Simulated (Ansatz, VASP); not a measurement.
# One calculation of TaSi2, two programs

```
CELL_PARAMETERS angstrom
-4.76086 0.00000 0.00000
-2.38043 -4.12303 0.00000
0.00000 0.00000 15.11157
ATOMIC_POSITIONS crystal
Ta 0.50000 0.00000 0.07232
Ta 0.50000 0.00000 0.50614
Ta 0.00000 0.50000 0.21693
Ta 0.00000 0.50000 0.65075
Ta 0.50000 0.50000 0.79536
Ta 0.50000 0.50000 0.36154
Si 0.15927 0.68146 0.07232
Si 0.15927 0.68146 0.50614
Si 0.31854 0.84073 0.21693
Si 0.31854 0.84073 0.65075
Si 0.15927 0.15927 0.79536
Si 0.15927 0.15927 0.36154
Si 0.84073 0.31854 0.07232
Si 0.84073 0.31854 0.50614
Si 0.68146 0.15927 0.21693
Si 0.68146 0.15927 0.65075
Si 0.84073 0.84073 0.79536
Si 0.84073 0.84073 0.36154
```

Alike in both runs: task single point; functional PBEsol; k mesh 9 × 9 × 3; occupations gaussian, width 0.15 eV; no spin polarisation.

```csv
,VASP,Ansatz
version,VASP 6.6.1,Ansatz 0.2.0
potentials or method,"VASP PAW PBE potentials, release 64 (Ta_pv, Si), cutoff 520 eV","scalar-relativistic, plane waves, PAW"
valence electrons in the cell,114,126
```

|  | VASP | Ansatz | Ansatz less VASP |
| --- | --- | --- | --- |
| gap on the k mesh at the Fermi level (eV) | none | none | - |
| pressure (GPa) | -3.5 | -3.8 | -0.24 |
| traceless stress, the component that is largest in VASP (GPa) | 1.66 | 1.64 | -0.015 |
| rms of the force components (eV/Å) | 0.285 | 0.284 | -0.0012 |

VASP's potentials were made for PBE, not for PBEsol. Atom by atom the forces differ by 0.006 eV/Å (rms over components). A gap of «none» marks a metal or a gap that the smearing closes. VASP's potentials hold 114 valence electrons a cell and Ansatz's 126, so a difference there can come from the potentials and not from the codes.

Spin-orbit coupling is off throughout.
